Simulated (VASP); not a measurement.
# Ti19Al5 in VASP: notebook

Ti19Al5 is run at these levels: PBE; tasks: single point.

All numbers are computed with VASP 6.6.1; they aren't measurements. Logs are shortened: lines on timing, memory, paths and dates and some standing lists are left out, and cuts for length are marked.

### 1 The cell of the first run

The cell holds a disordered packing, 24 atoms: a = 7.771 Å, b = 7.671 Å, c = 7.440 Å, α = 89.57°, β = 86.51°, γ = 91.90°.

### 2 Single point, PBE

The input, INCAR:

```
ALGO = Normal ; EDIFF = 1E-6
ENCUT = 520 ; GGA = PE
ISIF = 2 ; ISMEAR = -1
ISYM = 0 ; LASPH = True
LCHARG = False ; LREAL = Auto
LWAVE = False ; NBANDS = 140
NELM = 100 ; PREC = Accurate
SIGMA = 0.0862
```

The input, KPOINTS:

```
Automatic mesh
0
Gamma
  1 1 1
  0.25 0.25 0.25
```

The input, POSCAR:

```
Ti19Al5
1.0
    7.7665530000     -0.1286440000      0.2320170000
   -0.1286440000      7.6697090000      0.0303640000
    0.2320170000      0.0303640000      7.4366650000
Ti Al
19 5
Direct
    0.8609499733      0.3946710962      0.2486691517
    0.4311650727      0.1079684732      0.4318610585
    0.7370123548      0.9139353395      0.8545355844
    0.4004293455      0.2464566254      0.7535975031
    0.1023570397      0.7937345325      0.2026653710
    0.1168904371      0.1688505974      0.2845905324
    0.5439539212      0.2891280140      0.0869015022
    0.2108797171      0.4094440384      0.0318727497
    0.8889822386      0.2953644713      0.8841946707
    0.8566282018      0.7569878305      0.4697570102
    0.2609392873      0.7820460358      0.5416530936
    0.5535740926      0.8686219805      0.6154052337
    0.0999173116      1.0506777174      0.9628315524
    0.4841622757      0.8147159558      0.2456946879
    0.8056451657      0.0030025252      0.1878844155
    0.0734555693      0.4316142821      0.5633208600
    0.7381390191      0.1742006488      0.5669500738
    0.3934660532      0.6050967371      0.8665576612
    0.7669176998      0.6279806193      0.0772873395
    0.5090748943      0.4748309264      0.4322355793
    1.0365242972      0.6803205260      0.8458098475
    0.0329075763      0.0492737020      0.6266106832
    0.7025635054      0.5230603282      0.7247092775
    0.4228001424      0.9705182228      0.9591738184
```

Potentials or basis: VASP PAW PBE potentials, release 64 (Ti_sv, Al).

Command:

```bash
$ cat potpaw_PBE.64/Ti_sv/POTCAR potpaw_PBE.64/Al/POTCAR > POTCAR
$ mpirun -np 1 vasp_std > vasp.out
```

OUTCAR:

```text
EDIFF = 1E-6
   ENCUT = 520
   GGA = PE
   ISIF = 2
   ISMEAR = -1
   ISYM = 0
   LASPH = True
   LREAL = Auto
   NELM = 100
   PREC = Accurate

 ion  position               nearest neighbor table
   1  0.861  0.395  0.249-  19 2.35   6 2.70   9 2.82   7 2.90  20 3.06
   2  0.431  0.108  0.432-  12 2.53   4 2.63  17 2.68  14 2.68   6 2.79  20 2.86  11 2.88
   3  0.737  0.914  0.855-  12 2.37  24 2.57  15 2.66  19 2.76  17 2.91  22 2.93  21 2.98
   4  0.400  0.246  0.754-  24 2.62   2 2.63   8 2.79   7 2.80  18 2.88  20 3.02  23 3.11
   5  0.102  0.794  0.203-  13 2.65  10 2.68  15 2.86  21 2.87  11 2.88
   6  0.117  0.169  0.285-  13 2.58   8 2.68   1 2.70  22 2.73   2 2.79  15 2.83  16 2.92
   7  0.544  0.289  0.087-  24 2.78   4 2.80   8 2.83   1 2.90  20 2.95
   8  0.211  0.409  0.032-  18 2.32   6 2.68   4 2.79   7 2.83   9 2.90  21 2.91  13 2.92
   9  0.889  0.295  0.884-  13 2.62  23 2.63   1 2.82  17 2.85  16 2.88  22 2.90   8 2.90  21 3.14
[... 5 lines left out ...]
  13  0.100  0.051  0.963-   6 2.58  22 2.59  24 2.60   9 2.62   5 2.65  15 2.76   8 2.92  21 3.01

  14  0.484  0.815  0.246-  24 2.51   2 2.68  11 2.72  15 2.85  12 2.87  19 2.89  20 2.96
  15  0.806  0.003  0.188-   3 2.66  13 2.76   6 2.83  14 2.85   5 2.86  10 2.86
  16  0.073  0.432  0.563-  21 2.86   9 2.88   6 2.92  22 2.97
  17  0.738  0.174  0.567-  22 2.57   2 2.68  12 2.72   9 2.85   3 2.91  23 2.94
  18  0.393  0.605  0.867-   8 2.32  23 2.66  21 2.86   4 2.88  24 2.90
  19  0.767  0.628  0.077-   1 2.35  21 2.65   3 2.76  23 2.82  14 2.89
  20  0.509  0.475  0.432-  23 2.74   2 2.86   7 2.95  14 2.96   4 3.02   1 3.06
  21  0.037  0.680  0.846-  19 2.65  16 2.86  11 2.86  18 2.86   5 2.87   8 2.91   3 2.98  13 3.01
                            23 3.02   9 3.14  22 3.26
  22  0.033  0.049  0.627-  17 2.57  13 2.59   6 2.73  11 2.80  10 2.88   9 2.90   3 2.93  16 2.97
                            21 3.26
  23  0.703  0.523  0.725-   9 2.63  18 2.66  20 2.74  10 2.79  19 2.82  17 2.94  21 3.02  12 3.05
                             4 3.11
  24  0.423  0.971  0.959-  14 2.51   3 2.57  13 2.60   4 2.62   7 2.78  12 2.82  18 2.90

IMPORTANT INFORMATION: All symmetrisations will be switched off!
NOSYMM: (Re-)initialisation of all symmetry stuff for point group C_1.

----------------------------------------------------------------------------------------

                                     Primitive cell

  volume of cell :     442.4364

  direct lattice vectors                    reciprocal lattice vectors
     7.766553000 -0.128644000  0.232017000     0.128913747  0.002178228 -0.004030882
    -0.128644000  7.669709000  0.030364000     0.002178228  0.130421956 -0.000600473
     0.232017000  0.030364000  7.436665000    -0.004030882 -0.000600473  0.134597090

  length of vectors
     7.771082722  7.670847893  7.440345434     0.128995143  0.130441526  0.134658773

  position of ions in fractional coordinates (direct lattice)
     0.860949973  0.394671096  0.248669152
     0.431165073  0.107968473  0.431861058
[... 111 lines left out ...]
   EFERMI =   0.00;   METHOD = LEGACY
   ISMEAR =    -1;   SIGMA  =   0.09  broadening in eV -4-tet -1-fermi 0-gaus
   EFERMI_NEDOS =   21; number of points for ismear=-14 and -15
   IALGO  =     38    algorithm
   IMIX   =      4    mixing-type and parameters
     AMIX     =   0.40;   BMIX     =  1.00
     AMIX_MAG =   1.60;   BMIX_MAG =  1.00
  volume/ion in A,a.u.               =      18.43       124.40
  Fermi-wavevector in a.u.,A,eV,Ry     =   1.340685  2.533527 24.455592  1.797435
  Thomas-Fermi vector in A             =   2.468978
   LORBIT       =      0    0 simple, 1 ext, 2 COOP (PROOUT), +10 PAW based schemes
   GGA     = PE    functional components
   LHFCALC =     F    Hartree Fock is set to
   AEXX    =    0.0000 exact exchange contribution
   IVDW    =     0    specifies the selected vdW correction
   LEPSILON=     F    determine dielectric tensor
   LRPA    =     F    only Hartree local field effects (RPA)
 non-spin polarized calculation
  energy-cutoff  :      520.00
  volume of cell :      442.44
 maximum number of plane-waves:     11931
 NGX is ok and might be reduce to    60
   NGX = 29   NGY = 29   NGZ = 27

 number of electron     243.0000001 magnetization

 Free energy of the ion-electron system (eV)
  ---------------------------------------------------
  ext. energy  EPLUGINS =         0.00000000
  ---------------------------------------------------
  free energy    TOTEN  =      -163.57173073 eV

  energy without entropy =     -162.70449520  energy(sigma->0) =     -163.13811297

 E-fermi :   7.2916     XC(G=0): -10.8519

 val. band max:        7.2223841300   @ k =   0.2500   0.2500   0.2500
 cond. band min:       7.2985183858   @ k =   0.2500   0.2500   0.2500
 fundamental gap:      0.0761342557
 Fermi energy:         7.2916191511

 k-point     1 :       0.2500    0.2500    0.2500
  band No.  band energies     occupation
      1     -49.8105      2.00000
      2     -49.6387      2.00000
      3     -49.5580      2.00000
      4     -49.5032      2.00000
      5     -49.4421      2.00000
      6     -49.4310      2.00000
[... 125 lines left out ...]
    132       7.9407      0.00107
    133       7.9795      0.00068
 [bands above 133 left out]

------------------------ aborting loop because EDIFF is reached ----------------------------------------

  FORCE on cell =-STRESS in cart. coord.  units (eV):
  Direction    XX          YY          ZZ          XY          YZ          ZX
  --------------------------------------------------------------------------------------
  -------------------------------------------------------------------------------------
  Total       -7.3129096    -15.8639210     -0.5291155     -5.2807939     -7.7668913      2.3813360
  in kB      -26.4819485    -57.4473857     -1.9160648    -19.1231288    -28.1259341      8.6234373
  external PRESSURE =     -28.6151330 kB  Pullay stress =       0.0000000 kB

 VOLUME and BASIS-vectors are now :
 -----------------------------------------------------------------------------
  energy-cutoff  :      520.00
  volume of cell :      442.44
      direct lattice vectors                 reciprocal lattice vectors
     7.766553000 -0.128644000  0.232017000     0.128913747  0.002178228 -0.004030882
    -0.128644000  7.669709000  0.030364000     0.002178228  0.130421956 -0.000600473
     0.232017000  0.030364000  7.436665000    -0.004030882 -0.000600473  0.134597090

 POSITION                                       TOTAL-FORCE (eV/Angst)
 -----------------------------------------------------------------------------------
      6.69354      2.92381      2.06101         0.132072     -0.340252      0.763739
      3.43498      0.78573      3.31492        -0.855151      0.749535     -1.366358
      5.80474      6.94075      6.55364         1.459011      0.146903     -0.032709
      3.25310      1.86162      5.70464        -0.072446      0.294498     -0.782291
      0.73987      6.08070      1.55500         0.595477     -0.502195      0.536294
      0.95214      1.28864      2.14865         0.228380     -0.694669      0.718292
[... 16 lines left out ...]
      5.55735      3.94334      5.56831         0.386792     -0.005717     -0.221517
      3.38139      7.41833      7.26062        -0.604874     -0.113996     -0.166719
 -----------------------------------------------------------------------------------
    total drift:                               -0.043506     -0.017661      0.019664

  FREE ENERGIE OF THE ION-ELECTRON SYSTEM (eV)
  ---------------------------------------------------
  free  energy   TOTEN  =      -163.5717307271 eV

  energy  without entropy=     -162.7044952038  energy(sigma->0) =     -163.13811297
```

Wall time 1.9 min (1 thread of AMD EPYC 9R45 (Zen 5), shared host); peak memory 0.43 GiB.

Results:

* Free energy: -163.5717 eV
* Pressure: -2.9 GPa
* Largest force: 1.778 eV/Å
* Band gap on the k mesh: zero (an odd number of electrons rules out a gap without spin polarisation)

Forces in eV/Å, atoms in the order of the input:
```
Ti   0.132 -0.340  0.764
Ti  -0.855  0.750 -1.366
Ti   1.459  0.147 -0.033
Ti  -0.072  0.294 -0.782
Ti   0.595 -0.502  0.536
Ti   0.228 -0.695  0.718
Ti   0.557 -0.238 -0.196
Ti  -0.603  0.618  0.724
Ti   0.162 -0.464  0.709
Ti   0.903 -0.384 -0.473
Ti  -0.904 -0.358  0.277
Ti  -0.021 -1.016 -0.340
Ti  -0.028 -0.414 -0.331
Ti   0.341 -1.167  0.279
Ti  -0.942  0.629  0.748
Ti   0.292  0.022 -0.148
Ti  -0.425  1.312 -0.678
Ti  -0.385  0.926  0.096
Ti  -0.840  0.473  1.280
Al  -0.414  0.509 -0.015
Al   0.326 -0.027 -0.771
Al   0.712  0.045 -0.609
Al   0.387 -0.006 -0.222
Al  -0.605 -0.114 -0.167
```

Caveat: the k points lie up to 0.85 Å⁻¹ apart, too coarse for converged energies and pressures of a metal; the atoms stand as in a frame of molecular dynamics.

(Part 1 of 2 ends here.)

The gap in the log of VASP goes by the Fermi energy; the results here count the filled bands.